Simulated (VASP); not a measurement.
# GaN (F-43m) in VASP: notebook, part 2 of 2

VASP 6.6.1.

## Step 4: Relaxation of cell and atoms, PBEsol

This run uses another cell than the first one, of 11.44 Å³/atom, 1.055 times its volume.

Input file INCAR:

```
ALGO = Normal ; EDIFF = 1E-6
EDIFFG = -0.02 ; ENCUT = 600
GGA = PS ; IBRION = 2
ISIF = 3 ; ISMEAR = -1
LASPH = T ; LCHARG = F
LREAL = F ; LWAVE = F
NELM = 80 ; NSW = 80
PREC = Accurate ; SIGMA = 0.05
```

Input file KPOINTS:

```
k-points
0
Gamma
  10 10 10
```

Input file POSCAR:

```
GaN
1.0
    0.0000000000      2.2535006075      2.2535006075
    2.2535006075      0.0000000000      2.2535006075
    2.2535006075      2.2535006075      0.0000000000
Ga N
1 1
Direct
    0.0000000000      0.0000000000      0.0000000000
    0.2500000000      0.2500000000      0.2500000000
```

Potentials or basis: VASP PAW PBE potentials, release 64 (Ga_d, N).

The run is started by

```bash
$ cat potpaw_PBE.64/Ga_d/POTCAR potpaw_PBE.64/N/POTCAR > POTCAR
$ mpirun -np 1 vasp_std > vasp.out
```

OUTCAR:

```text
EDIFF = 1E-6
   EDIFFG = -0.02
   ENCUT = 600
   GGA = PS
   IBRION = 2
   ISIF = 3
   ISMEAR = -1
   LASPH = T
   LREAL = F
   NELM = 80
   NSW = 80
   PREC = Accurate

 ion  position               nearest neighbor table
   1  0.000  0.000  0.000-   2 1.95   2 1.95   2 1.95   2 1.95
   2  0.250  0.250  0.250-   1 1.95   1 1.95   1 1.95   1 1.95

  LATTYP: Found a face centered cubic cell.
 ALAT       =     4.5070012150

  Lattice vectors:

 A1 = (   0.0000000000,   2.2535006075,   2.2535006075)
 A2 = (   2.2535006075,   0.0000000000,   2.2535006075)
 A3 = (   2.2535006075,   2.2535006075,   0.0000000000)

Analysis of symmetry for initial positions (statically):
=====================================================================
 Subroutine PRICEL returns:
 Original cell was already a primitive cell.

[... 258 lines left out ...]

 k-point     1 :       0.0000    0.0000    0.0000
  band No.  band energies     occupation
      1     -10.7643      2.00000
      2      -8.1713      2.00000
      3      -8.1713      2.00000
      4      -8.1713      2.00000
      5      -7.8376      2.00000
      6      -7.8376      2.00000
      7       5.2400      2.00000
      8       5.2400      2.00000
      9       5.2400      2.00000
     10       6.9759      0.00000
     11      15.4945      0.00000
     12      15.4945      0.00000
     13      15.4945      0.00000
[... 354 lines left out ...]
  band No.  band energies     occupation
      1      -9.7267      2.00000
      2      -8.0408      2.00000
      3      -7.9386      2.00000
      4      -7.9377      2.00000
      5      -7.7749      2.00000
      6      -6.9328      2.00000
      7       0.1677      2.00000
      8       2.7088      2.00000
      9       3.0408      2.00000
     10       9.5991      0.00000
     11      12.3759      0.00000
     12      15.9506      0.00000
     13      18.0865      0.00000

 [... further k-points ...]
[... 5 lines left out ...]
  --------------------------------------------------------------------------------------
  -------------------------------------------------------------------------------------
  Total       -0.0209806     -0.0209806     -0.0209806     -0.0000000     -0.0000000      0.0000000
  in kB       -1.4808907     -1.4808907     -1.4808907     -0.0000000     -0.0000000      0.0000000
  external PRESSURE =      -1.4808907 kB  Pullay stress =       0.0000000 kB
[... 17 lines left out ...]
  FREE ENERGIE OF THE ION-ELECTRON SYSTEM (eV)
  ---------------------------------------------------
  free  energy   TOTEN  =       -13.1245814808 eV

  energy  without entropy=      -13.1245814805  energy(sigma->0) =      -13.12458148

 reached required accuracy - stopping structural energy minimisation
```

OSZICAR:

```text
N       E                     dE             d eps       ncg     rms          rms(c)
DAV:   1     0.902785379517E+02    0.90279E+02   -0.10562E+04  1331   0.271E+03
DAV:   2    -0.739266009372E+01   -0.97671E+02   -0.92852E+02  1387   0.376E+02
DAV:   3    -0.148039880464E+02   -0.74113E+01   -0.73639E+01  1392   0.945E+01
DAV:   4    -0.149282526166E+02   -0.12426E+00   -0.12417E+00  1444   0.132E+01
[... 19 lines left out ...]
DAV:   1    -0.131325759074E+02   -0.87677E-02   -0.10748E-01  1427   0.949E+00    0.543E-01
DAV:   2    -0.131263249723E+02    0.62509E-02   -0.10289E-02  1472   0.350E+00    0.244E-01
DAV:   3    -0.131247755990E+02    0.15494E-02   -0.18309E-03  1482   0.170E+00    0.587E-02
DAV:   4    -0.131245821328E+02    0.19347E-03   -0.25397E-04  1630   0.243E-01    0.523E-03
DAV:   5    -0.131245814808E+02    0.65198E-06   -0.60373E-06  1375   0.260E-02
   3 F= -.13124581E+02 E0= -.13124581E+02  d E =-.845149E-03
```

CONTCAR:

```text
GaN
   1.00000000000000
     0.0000000000000000    2.2472874504652691    2.2472874504652691
     2.2472874504652691    0.0000000000000000    2.2472874504652691
     2.2472874504652691    2.2472874504652691   -0.0000000000000000
  Ga              N
     1     1
Direct
     0.0000000000000000    0.0000000000000000    0.0000000000000000
     0.2500000000000000    0.2500000000000000    0.2500000000000000

  0.00000000E+00  0.00000000E+00  0.00000000E+00
  0.00000000E+00  0.00000000E+00  0.00000000E+00
```

It took 63 s on 1 thread of Intel Xeon 8259CL, shared host; peak memory 0.18 GiB.

What came out:

```yaml
Free_energy: -13.1246 eV
Relaxed_volume: 11.35 Å³/atom
Relaxed_cell: a = 3.178 Å, b = 3.178 Å, c = 3.178 Å, α = 60.00°, β = 60.00°, γ = 60.00°
Space_group_after_relaxing_to_0.05_Å: F-43m (No. 216)
Energy_gained_by_relaxing: 0.4 meV/atom
Ionic_steps: 3
Pressure_after_relaxing: -0.1 GPa
Band_gap_on_the_k_mesh: 1.74 eV, direct
```

The path:
```csv
step,energy change (eV),largest force (eV/Å),pressure (GPa),volume (Å³)
1,0.0000,0.0000,-1.51,22.89
2,-0.0001,0.0000,1.75,22.53
3,-0.0008,0.0000,-0.15,22.70
```

Final structure:
```
Ga N
1.0
     0.00000    2.24729    2.24729
     2.24729    0.00000    2.24729
     2.24729    2.24729    0.00000
Ga N
1 1
Direct
  0.00000 0.00000 0.00000
  0.25000 0.25000 0.25000
```

Caveat: the PAW data sets were made with another functional, which shifts forces and pressure a little.

## Step 5: Relaxation of cell and atoms, PBEsol, target pressure 5 GPa, at which the enthalpy is minimised

This run uses another cell than the first one, of 11.44 Å³/atom, 1.055 times its volume.

Input file INCAR:

```
  ALGO = Normal
  EDIFF = 1E-6
  EDIFFG = -0.02
  ENCUT = 600
  GGA = PS
  IBRION = 2
  ISIF = 3
  ISMEAR = -1
  LASPH = T
  LCHARG = F
  LREAL = F
  LWAVE = F
  NELM = 100
  NSW = 80
  PREC = Accurate
  PSTRESS = 50.0
  SIGMA = 0.05
```

KPOINTS is that of step 4.

POSCAR is that of step 4.

The run is started by

```bash
$ cat potpaw_PBE.64/Ga_d/POTCAR potpaw_PBE.64/N/POTCAR > POTCAR
$ mpirun -np 1 vasp_std > vasp.out
```

Wall time 80 s (1 thread of Intel Xeon 8259CL, shared host); peak memory 0.18 GiB.

It converged, with:

```
Free energy                                            : -13.1162 eV
Relaxed volume                                         : 11.07 Å³/atom
Relaxed cell                                           : a = 3.152 Å, b = 3.152 Å, c = 3.152 Å, α = 60.00°, β = 60.00°, γ = 60.00°
Space group after relaxing (to 0.05 Å)                 : F-43m (No. 216)
Energy change on relaxing (the enthalpy is what falls) : +3.8 meV/atom
Ionic steps                                            : 3
Pressure after relaxing                                : 5.1 GPa
Band gap on the k mesh                                 : 1.89 eV, direct
```

Step by step:
```csv
step,energy change (eV),largest force (eV/Å),pressure (GPa),volume (Å³)
1,0.0000,0.0000,-1.51,22.89
2,0.0495,0.0000,12.81,21.38
3,0.0075,0.0000,5.09,22.15
```

Final structure:
```
CELL_PARAMETERS angstrom
0.00000 2.22899 2.22899
2.22899 0.00000 2.22899
2.22899 2.22899 0.00000
ATOMIC_POSITIONS crystal
Ga 0.00000 0.00000 0.00000
N 0.25000 0.25000 0.25000
```

Levels at points of the mesh, in eV from the valence-band top:
```
           k point  band 5  band 6  band 7  band 8  band 9  band 10  band 11  band 12  band 13
(0.00, 0.00, 0.00)  -13.08  -13.08    0.00    0.00    0.00     1.89    10.41    10.41    10.41
(0.50, 0.00, 0.00)  -13.03  -11.83   -7.33   -1.02   -1.02     4.79     8.79    10.43    10.43
(0.50, 0.50, 0.00)  -12.99  -11.41   -6.32   -2.85   -2.85     3.23     6.75    11.81    14.23
```

Caveat: the cell is relaxed towards a set pressure, so the enthalpy falls and the energy may rise; the PAW data sets were made with another functional, which shifts forces and pressure a little. PBEsol gaps usually lie below the measured ones, often by a third to a half.

## Step 6: Relaxation of cell and atoms, PBEsol, target pressure 10 GPa, at which the enthalpy is minimised

This run uses another cell than the first one, of 11.44 Å³/atom, 1.055 times its volume.

Input file INCAR:

```
SYSTEM = GaN
ALGO     = Normal         ! electronic algorithm
EDIFF    = 1E-6           ! SCF threshold, eV
EDIFFG   = -0.02          ! ionic threshold
ENCUT    = 600            ! plane-wave cutoff, eV
GGA      = PS             ! functional
IBRION   = 2              ! ionic algorithm
ISIF     = 3              ! what is computed and relaxed
ISMEAR   = -1             ! smearing method
LASPH    = .TRUE.         ! aspherical terms in the spheres
LCHARG   = .FALSE.        ! write CHGCAR
LREAL    = .FALSE.        ! projectors in reciprocal space
LWAVE    = .FALSE.        ! write WAVECAR
NELM     = 80             ! most SCF steps
NSW      = 80             ! ionic steps
PREC     = Accurate       ! precision mode
PSTRESS  = 100.0        
SIGMA    = 0.05           ! smearing width, eV
```

Input file KPOINTS:

```
k-points
0
G
  10 10 10
  0 0 0
```

POSCAR is that of step 5.

Potentials or basis: VASP PAW PBE potentials, release 64 (Ga_d, N).

The run is started by

```bash
$ cat potpaw_PBE.64/Ga_d/POTCAR potpaw_PBE.64/N/POTCAR > POTCAR
$ mpirun -np 1 vasp_std > vasp.out
```

It took 83 s on 1 thread of Intel Xeon 8259CL, shared host; peak memory 0.18 GiB.

It converged, with:

```yaml
Free_energy: -13.0940 eV
Relaxed_volume: 10.83 Å³/atom
Relaxed_cell: a = 3.129 Å, b = 3.129 Å, c = 3.129 Å, α = 60.00°, β = 60.00°, γ = 60.00°
Space_group_after_relaxing_to_0.05_Å: F-43m (No. 216)
Energy_change_on_relaxing_the_enthalpy_is_what_falls: +14.9 meV/atom
Ionic_steps: 3
Pressure_after_relaxing: 9.9 GPa
Band_gap_on_the_k_mesh: 2.03 eV, direct
```

The path:
```csv
step,energy change (eV),largest force (eV/Å),pressure (GPa),volume (Å³)
1,0.0000,0.0000,-1.51,22.89
2,0.1868,0.0000,27.31,20.27
3,0.0297,0.0000,9.85,21.66
```

Final structure:
```xyz
2
Lattice="0.0000 2.2126 2.2126 2.2126 0.0000 2.2126 2.2126 2.2126 0.0000" Properties=species:S:1:pos:R:3 pbc="T T T"
Ga    0.0000    0.0000    0.0000
N     1.1063    1.1063    1.1063
```

Levels at points of the mesh, in eV from the valence-band top:
```csv
k point,band 7,band 8,band 9,band 10,band 11,band 12
"(0.00, 0.00, 0.00)",0.00,0.00,0.00,2.03,10.55,10.55
"(0.50, 0.00, 0.00)",-7.49,-1.05,-1.05,4.94,8.90,10.55
"(0.50, 0.50, 0.00)",-6.41,-2.94,-2.94,3.24,6.87,11.98
```

Caveat: the cell is relaxed towards a set pressure, so the enthalpy falls and the energy may rise; the PAW data sets were made with another functional, which shifts forces and pressure a little. PBEsol gaps usually lie below the measured ones, often by a third to a half.

## Step 7: Summary

```tsv
task	cell	cutoff (eV)	gap on the mesh (eV)	pressure (GPa)
single point	a = 3.130 Å, angles 60.0°, 2 atoms	520	2.03	9.8
single point	a = 3.181 Å, angles 60.0°, 2 atoms	520	1.72	-0.2
relaxation of cell and atoms	relaxed from a = 3.187 Å, angles 60.0°, 2 atoms	600	1.74	-0.1
relaxation of cell and atoms	relaxed to 5 GPa from a = 3.187 Å, angles 60.0°, 2 atoms	600	1.89	5.1
relaxation of cell and atoms	relaxed to 10 GPa from a = 3.187 Å, angles 60.0°, 2 atoms	600	2.03	9.9
```

Alike in all rows: level PBEsol; potentials or basis VASP PAW PBE potentials, release 64 (Ga_d, N); no spin polarisation; k mesh 10 × 10 × 10; smearing fermi-dirac 0.05 eV.

Caveats: the PAW data sets were made with another functional, which shifts forces and pressure a little; the cell is relaxed towards a set pressure, so the enthalpy falls and the energy may rise (some runs).

Total energies depend on the potentials used, so only differences within one code and one set of settings carry meaning.
